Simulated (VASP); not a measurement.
# C in VASP: notebook, part 2 of 3

VASP 6.6.1. The steps go on from the part before.

## (3) Single point, PBE0

This run uses another cell than the first one, of 21.38 Å³/atom, 1.021 times its volume.

Input file POSCAR:

```
C
1.0
    2.4229746043      0.0000000000      0.0000000000
   -1.2114873021      2.0983575600      0.0000000000
    0.0000000000      0.0000000000      8.4086027063
C
2
Direct
    0.6666666667      0.3333333333      0.0000000000
    0.3333333333      0.6666666667      0.0000000000
```

Input file INCAR.step1:

```
  PREC = Accurate
  ENCUT = 520
  EDIFF = 1E-5
  ISMEAR = -1
  SIGMA = 0.05
  LREAL = F
  LASPH = T
  NELM = 80
  ALGO = Normal
  ISIF = 2
  LWAVE = T
  LCHARG = F
  NBANDS = 11
  GGA = PE
```

Input file INCAR.step2:

```
  PREC = Accurate
  ENCUT = 520
  EDIFF = 1E-6
  ISMEAR = -1
  SIGMA = 0.05
  LREAL = F
  LASPH = T
  NELM = 80
  ALGO = Normal
  ISIF = 2
  LWAVE = F
  LCHARG = F
  GGA = PE
  LHFCALC = T
  AEXX = 0.25
  PRECFOCK = Normal
  NBANDS = 11
  ISTART = 1
```

Input file KPOINTS:

```
Automatic mesh
0
Gamma
  6 6 2
```

Potentials or basis: VASP PAW PBE potentials, release 64 (C).

Started as:

```sh
$ cat potpaw_PBE.64/C/POTCAR > POTCAR
$ cp INCAR.step1 INCAR
$ mpirun -np 1 vasp_std > vasp.out
$ cp INCAR.step2 INCAR
$ mpirun -np 1 vasp_std > vasp.out
```

OUTCAR:

```text
PREC = Accurate
   ENCUT = 520
   EDIFF = 1E-6
   ISMEAR = -1
   LREAL = F
   LASPH = T
   NELM = 80
   ISIF = 2
   GGA = PE
   LHFCALC = T
   AEXX = 0.25
   PRECFOCK = Normal
   ISTART = 1

 ion  position               nearest neighbor table
   1  0.667  0.333  0.000-   2 1.40   2 1.40   2 1.40
   2  0.333  0.667  0.000-   1 1.40   1 1.40   1 1.40

  LATTYP: Found a hexagonal cell.
 ALAT       =     2.4229746043
 C/A-ratio  =     3.4703635322

  Lattice vectors:

 A1 = (   2.4229746043,   0.0000000000,   0.0000000000)
 A2 = (  -1.2114873021,   2.0983575600,   0.0000000000)
 A3 = (   0.0000000000,   0.0000000000,   8.4086027063)

Analysis of symmetry for initial positions (statically):
=====================================================================
 Subroutine PRICEL returns:
 Original cell was already a primitive cell.

 Routine SETGRP: Setting up the symmetry group for a
 hexagonal supercell.

 Subroutine GETGRP returns: Found 24 space group operations
 (whereof 24 operations were pure point group operations)
 out of a pool of 24 trial point group operations.

The static configuration has the point symmetry D_6h.

Analysis of symmetry for dynamics (positions and initial velocities):
=====================================================================
 Subroutine PRICEL returns:
 Original cell was already a primitive cell.

 Routine SETGRP: Setting up the symmetry group for a
 hexagonal supercell.

 Subroutine GETGRP returns: Found 24 space group operations
 (whereof 24 operations were pure point group operations)
 out of a pool of 24 trial point group operations.

The dynamic configuration has the point symmetry D_6h.

 Subroutine INISYM returns: Found 24 space group operations
 (whereof 24 operations are pure point group operations),
 and found     1 'primitive' translations

----------------------------------------------------------------------------------------

                                     Primitive cell

  volume of cell :      42.7516

  direct lattice vectors                    reciprocal lattice vectors
     2.422974604  0.000000000  0.000000000     0.412715840  0.238281602  0.000000000
    -1.211487302  2.098357560  0.000000000     0.000000000  0.476563203  0.000000000
     0.000000000  0.000000000  8.408602706     0.000000000  0.000000000  0.118925823

  length of vectors
     2.422974604  2.422974604  8.408602706     0.476563203  0.476563203  0.118925823

  position of ions in fractional coordinates (direct lattice)
     0.666666667  0.333333333  0.000000000
     0.333333333  0.666666667  0.000000000

  ion indices of the primitive-cell ions
   primitive index   ion index
                 1           1
                 2           2

----------------------------------------------------------------------------------------

 KPOINTS: Automatic mesh

Automatic generation of k-mesh.
 Grid dimensions read from file:
 generate k-points for:    6    6    2

[... 35 lines left out ...]
   number of dos      NEDOS =    301   number of ions     NIONS =      2
   total plane-waves  NPLWV =  20736
   dimension x,y,z NGX =    18 NGY =   18 NGZ =   64
   dimension x,y,z NGXF=    36 NGYF=   36 NGZF=  128
   ions per type =               2
   NGX,Y,Z   is equivalent  to a cutoff of  12.35, 12.35, 12.65 a.u.
   NGXF,Y,Z  is equivalent  to a cutoff of  24.70, 24.70, 25.31 a.u.
 SYSTEM =  unknown system
   PREC   = accura    normal or accurate (medium, high low for compatibility)
   ISTART =      1    job   : 0-new  1-cont  2-samecut
   ICHARG =      0    charge: 1-file 2-atom 10-const
   ISPIN  =      1    spin polarized calculation?
   LNONCOLLINEAR =      F non collinear calculations
   LSORBIT =      F    spin-orbit coupling
   LASPH  =      T    aspherical Exc in radial PAW
   ENCUT  =  520.0 eV  38.22 Ry    6.18 a.u.   4.51  4.51 15.63*2*pi/ulx,y,z
   NELM   =     80;   NELMIN=  2; NELMDL=  0     # of ELM steps
   EDIFF  = 0.1E-05   stopping-criterion for ELM
   LREAL  =      F    real-space projection
   EDIFFG = 0.1E-04   stopping-criterion for IOM
   NSW    =      0    number of steps for IOM
   IBRION =     -1    ionic relax: 0-MD 1-quasi-New 2-CG
   NFREE  =      0    steps in history (QN), initial steepest desc. (CG)
   ISIF   =      2    stress and relaxation
   ISYM   =      3    0-nonsym 1-usesym 2-fastsym
   POTIM  = 0.5000    time-step for ionic-motion
   TEBEG  =    0.0;   TEEND  =   0.0 temperature during run
   PSTRESS=    0.0 pullay stress
   NELECT =       8.0000    total number of electrons
   NUPDOWN=      -1.0000    fix difference up-down
   EMIN   =  10.00;   EMAX   =-10.00  energy-range for DOS
   EFERMI =   0.00;   METHOD = LEGACY
   ISMEAR =    -1;   SIGMA  =   0.05  broadening in eV -4-tet -1-fermi 0-gaus
   EFERMI_NEDOS =   21; number of points for ismear=-14 and -15
   IALGO  =     38    algorithm
   IMIX   =      1    mixing-type and parameters
     AMIX     =   0.40;   BMIX     =  1.00
     AMIX_MAG =   1.60;   BMIX_MAG =  1.00
  volume/ion in A,a.u.               =      21.38       144.25
  Fermi-wavevector in a.u.,A,eV,Ry     =   0.936384  1.769510 11.929798  0.876815
  Thomas-Fermi vector in A             =   2.063388
   LORBIT       =      0    0 simple, 1 ext, 2 COOP (PROOUT), +10 PAW based schemes
   GGA     = PE    functional components
   LHFCALC =     T    Hartree Fock is set to
   PRECFOCK=normal    Normal, Fast or Accurate (Low or Medium for compatibility)
   ENCUT4O =  -1.0   cutoff for four orbital integrals eV
   NKREDX  =     1    reduce k-point grid by
   NKREDY  =     1    reduce k-point grid by
   NKREDZ  =     1    reduce k-point grid by
   AEXX    =    0.2500 exact exchange contribution
   HFSCREEN=    0.0000 screening length (either q_TF or 0.3 A-1)
   HFSCREENC=   0.0000 screening length for correlation (either q_TF or 0.3 A-1)
   ENCUTFOCK=  -1.0 apply spherical cutoff to Coloumb kernel
   IVDW    =     0    specifies the selected vdW correction
   LEPSILON=     F    determine dielectric tensor
   LRPA    =     F    only Hartree local field effects (RPA)
 non-spin polarized calculation
  energy-cutoff  :      520.00
  volume of cell :       42.75
 maximum number of plane-waves:      1167
 NGX is ok and might be reduce to    18
  NGX = 14; NGY = 14; NGZ = 48

 number of electron       8.0000000 magnetization

 Free energy of the ion-electron system (eV)
  ---------------------------------------------------
  ext. energy  EPLUGINS =         0.00000000
  ---------------------------------------------------
  free energy    TOTEN  =       -22.15500397 eV

  energy without entropy =      -22.15464292  energy(sigma->0) =      -22.15482344

 E-fermi :  -0.5181     XC(G=0):  -3.9182

 val. band max:       -0.7808647575   @ k =   0.3333   0.3333   0.5000
 cond. band min:      -0.2553319130   @ k =   0.3333   0.3333   0.0000
 fundamental gap:      0.5255328445
 Fermi energy:        -0.5180983375

 k-point     1 :       0.0000    0.0000    0.0000
  band No.  band energies     occupation
      1     -23.4644      2.00000
      2     -10.1874      2.00000
      3      -4.9308      2.00000
      4      -4.9308      2.00000
      5       2.8810      0.00000
      6       5.3684      0.00000
      7       7.0604      0.00000
      8       9.4616      0.00000
      9       9.4616      0.00000
     10      13.6380      0.00000
     11      14.1144      0.00000
[... 169 lines left out ...]
 k-point    14 :       0.3333    0.3333    0.5000
  band No.  band energies     occupation
      1     -15.6320      2.00000
      2     -15.6320      2.00000
      3     -13.4790      2.00000
      4      -0.7809      1.98962
      5      -0.7809      1.98961
      6      11.0338      0.00000
      7      13.9479      0.00000
      8      13.9479      0.00000
      9      14.2920      0.00000
     10      14.8641      0.00000
     11      14.8641      0.00000

------------------------ aborting loop because EDIFF is reached ----------------------------------------

  FORCE on cell =-STRESS in cart. coord.  units (eV):
  Direction    XX          YY          ZZ          XY          YZ          ZX
  --------------------------------------------------------------------------------------
  -------------------------------------------------------------------------------------
  Total        1.7751378      1.7751378     -0.0379759      0.0000000      0.0000000     -0.0000000
  in kB       66.5258543     66.5258543     -1.4232029      0.0000000      0.0000000     -0.0000000
  external PRESSURE =      43.8761686 kB  Pullay stress =       0.0000000 kB

 VOLUME and BASIS-vectors are now :
 -----------------------------------------------------------------------------
  energy-cutoff  :      520.00
  volume of cell :       42.75
      direct lattice vectors                 reciprocal lattice vectors
     2.422974604  0.000000000  0.000000000     0.412715840  0.238281602  0.000000000
    -1.211487302  2.098357560  0.000000000     0.000000000  0.476563203  0.000000000
     0.000000000  0.000000000  8.408602706     0.000000000  0.000000000  0.118925823

 POSITION                                       TOTAL-FORCE (eV/Angst)
 -----------------------------------------------------------------------------------
      1.21149      0.69945      0.00000         0.000000      0.000000      0.000000
     -0.00000      1.39891      0.00000        -0.000000      0.000000      0.000000
 -----------------------------------------------------------------------------------
    total drift:                               -0.000000     -0.000000      0.000000

  FREE ENERGIE OF THE ION-ELECTRON SYSTEM (eV)
  ---------------------------------------------------
  free  energy   TOTEN  =       -22.1550039680 eV

  energy  without entropy=      -22.1546429191  energy(sigma->0) =      -22.15482344
```

OUTCAR.step1:

```text
PREC = Accurate
   ENCUT = 520
   EDIFF = 1E-5
   ISMEAR = -1
   LREAL = F
[... 406 lines left out ...]
      1.21149      0.69945      0.00000         0.000000      0.000000      0.000000
     -0.00000      1.39891      0.00000        -0.000000      0.000000      0.000000
 -----------------------------------------------------------------------------------
    total drift:                                0.000000     -0.000000      0.000000

  FREE ENERGIE OF THE ION-ELECTRON SYSTEM (eV)
  ---------------------------------------------------
  free  energy   TOTEN  =       -18.3518495781 eV

  energy  without entropy=      -18.3441479437  energy(sigma->0) =      -18.34799876
```

It took 94 s on 1 thread of Intel Xeon 6975P-C (Granite Rapids), shared host; peak memory 0.15 GiB.

Results:

```yaml
Free_energy: -22.1550 eV
Band_gap_on_the_k_mesh: zero (band 4 reaches -0.26 eV, above the bottom of band 5 at -0.78 eV)
```

Caveat: the k points lie up to 0.50 Å⁻¹ apart; the PAW data sets were made with another functional, which shifts forces and pressure a little.

## (4) Single point, PBE0

This run uses another cell than the first one, of 21.82 Å³/atom, 1.043 times its volume.

Input file POSCAR:

```
C
1.0
    2.4396853020      0.0000000000      0.0000000000
   -1.2198426510      2.1128294488      0.0000000000
    0.0000000000      0.0000000000      8.4665949023
C
2
Direct
    0.6666666667      0.3333333333      0.0000000000
    0.3333333333      0.6666666667      0.0000000000
```

Input file INCAR.step1:

```
SYSTEM = C
  PREC = Accurate
  ENCUT = 520
  EDIFF = 1E-5
  ISMEAR = -1
  SIGMA = 0.05
  LREAL = .False.
  LASPH = .True.
  NELM = 80
  ALGO = Normal
  ISIF = 2
  LWAVE = .True.
  LCHARG = .False.
  NBANDS = 11
  GGA = PE
```

Input file INCAR.step2:

```
SYSTEM = C
  PREC = Accurate
  ENCUT = 520
  EDIFF = 1E-7
  ISMEAR = -1
  SIGMA = 0.05
  LREAL = .False.
  LASPH = .True.
  NELM = 80
  ALGO = Normal
  ISIF = 2
  LWAVE = .False.
  LCHARG = .False.
  GGA = PE
  LHFCALC = .True.
  AEXX = 0.25
  PRECFOCK = Normal
  NBANDS = 11
  ISTART = 1
```

Input file KPOINTS:

```
regular mesh
0
Gamma
  6 6 2
  0 0 0
```

Started as:

```sh
$ cat potpaw_PBE.64/C/POTCAR > POTCAR
$ cp INCAR.step1 INCAR
$ mpirun -np 1 vasp_std > vasp.out
$ cp INCAR.step2 INCAR
$ mpirun -np 1 vasp_std > vasp.out
```

Wall time 2.7 min (1 thread of Intel Xeon 6975P-C (Granite Rapids), shared host); peak memory 0.15 GiB.

Results (log left out):

* Free energy: -22.1724 eV
* Band gap on the k mesh: zero (band 4 reaches -0.37 eV, above the bottom of band 5 at -0.89 eV)

Levels at points of the mesh, in eV from the Fermi level:
| k point | band 1 | band 2 | band 3 | band 4 | band 5 | band 6 | band 7 | band 8 | band 9 |
| --- | --- | --- | --- | --- | --- | --- | --- | --- | --- |
| (0.00, 0.00, 0.00) | -22.76 | -9.52 | -4.42 | -4.42 | 3.43 | 5.91 | 7.51 | 9.84 | 9.84 |
| (0.50, 0.00, 0.00) | -16.93 | -15.76 | -8.19 | -3.34 | 2.46 | 8.87 | 11.62 | 11.74 | 13.63 |
| (0.00, 0.00, 0.50) | -22.76 | -9.52 | -4.42 | -4.42 | 4.15 | 4.31 | 9.67 | 9.84 | 9.84 |
| (0.50, 0.00, 0.50) | -16.93 | -15.76 | -8.19 | -3.34 | 2.46 | 8.87 | 12.32 | 12.38 | 12.45 |

Caveat: the k points lie up to 0.50 Å⁻¹ apart; the PAW data sets were made with another functional, which shifts forces and pressure a little.

(Part 2 of 3 ends here.)
